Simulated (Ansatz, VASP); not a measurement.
## Two plane-wave programs on Sn

```
Sn
1.0
     4.38091    0.00000    0.00000
     0.55652    4.34541    0.00000
     0.00000    0.00000   26.68080
Sn
10
Cartesian
  3.8244 3.3658 7.5000
  1.0774 0.9482 8.1871
  2.7113 2.3862 10.2484
  4.9018 4.3140 10.9355
  1.5983 1.4067 12.9968
  3.7887 3.3345 13.6840
  0.4852 0.4271 15.7453
  2.6757 2.3549 16.4324
  4.3096 3.7929 18.4937
  1.5627 1.3753 19.1808
```

Alike in both runs: task single point; functional LDA; k mesh 8 × 8 × 1; occupations gaussian, width 0.1 eV; no spin polarisation.

|  | VASP | Ansatz |
| --- | --- | --- |
| version | VASP 6.6.1 | Ansatz 0.2.0 |
| potentials or method | VASP PAW LDA potentials, release 64 (Sn_d), cutoff 520 eV | scalar-relativistic, plane waves, PAW |
| valence electrons in the cell | 140 | 140 |

Ansatz gave:

```
gap on the k mesh at the Fermi level (eV) : none
rms of the force components (eV/Å)        : 0.117
```

**Question.** Which values does VASP return?

**Answer.** gap on the k mesh at the Fermi level (eV): none; rms of the force components (eV/Å): 0.115.

LDA's correlation is that of Perdew and Zunger in VASP and of Perdew and Wang (1992) in Ansatz. Atom by atom the forces differ by 0.003 eV/Å (rms over components). A gap of «none» marks a metal or a gap that the smearing closes.
